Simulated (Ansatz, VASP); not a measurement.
## One calculation of MgI2, two programs

File INCAR:

```
ALGO = Normal
EDIFF = 1E-7
ENCUT = 520
GGA = PE
ISIF = 2
ISMEAR = 0
LASPH = True
LCHARG = False
LREAL = False
LWAVE = False
NBANDS = 15
NELM = 100
PREC = Accurate
SIGMA = 0.05
```

KPOINTS

```
k-points
0
Gamma
  6 6 4
```

File POSCAR:

```
MgI2
1.0
    4.1537001214      0.0000000000      0.2724827280
   -2.0768500607      3.5972098248     -0.1362413640
    0.4501472000      0.0000000000      6.8620000000
Mg I
1 2
Direct
    0.0000000000      0.0000000000      0.0000000000
    0.3333333333      0.6666666667      0.7576300000
    0.6666666667      0.3333333333      0.2423700000
```

Input for Ansatz:

```yaml
crystal:
  lattice:
    - [4.1537001214, 0.0, 0.272482728]
    - [-2.0768500607, 3.5972098248, -0.136241364]
    - [0.4501472, 0.0, 6.862]
  atoms:
    - { symbol: Mg, position: [0.0, 0.0, 0.0] }
    - { symbol: I, position: [0.3333333333, 0.6666666667, 0.75763] }
    - { symbol: I, position: [0.6666666667, 0.3333333333, 0.24237] }
basis:
  ecutwfc: 420
kpoints:
  mp_grid: { grid: [6, 6, 4] }
hamiltonian:
  xc: pbe
scf:
  occupations: { method: gaussian, width: 0.05 }
output:
  forces: true
  stress: true
  eigenvalues: true
  write_density: true
  write_potential: true
  elf: true
  volumetric_format: npy
```

Change from the starting cell: strain +0.1312 x Voigt [0, 0, 0, 0, 1, 0], atoms carried along.

Alike in both runs: task single point; functional PBE; k mesh 6 × 6 × 4; occupations gaussian, width 0.05 eV; no spin polarisation.

|  | VASP | Ansatz |
| --- | --- | --- |
| version | VASP 6.6.1 | Ansatz 0.2.0 |
| potentials or method | VASP PAW PBE potentials, release 64 (Mg, I), cutoff 520 eV | scalar-relativistic, plane waves, PAW |
| valence electrons in the cell | 16 | 44 |

```tsv
	VASP	Ansatz	Ansatz less VASP
gap on the k mesh at the Fermi level (eV)	3.37	3.39	+0.019
least direct gap on the mesh (eV)	3.54	3.56	+0.016
pressure (GPa)	1.9	2.0	+0.05
traceless stress, the component that is largest in VASP (GPa)	-2.35	-2.35	-0.003
rms of the force components (eV/Å)	0.208	0.210	+0.0023
```

Atom by atom the forces differ by 0.004 eV/Å (rms over components). VASP's potentials hold 16 valence electrons a cell and Ansatz's 44, so a difference there can come from the potentials and not from the codes.

Spin-orbit coupling is off throughout.
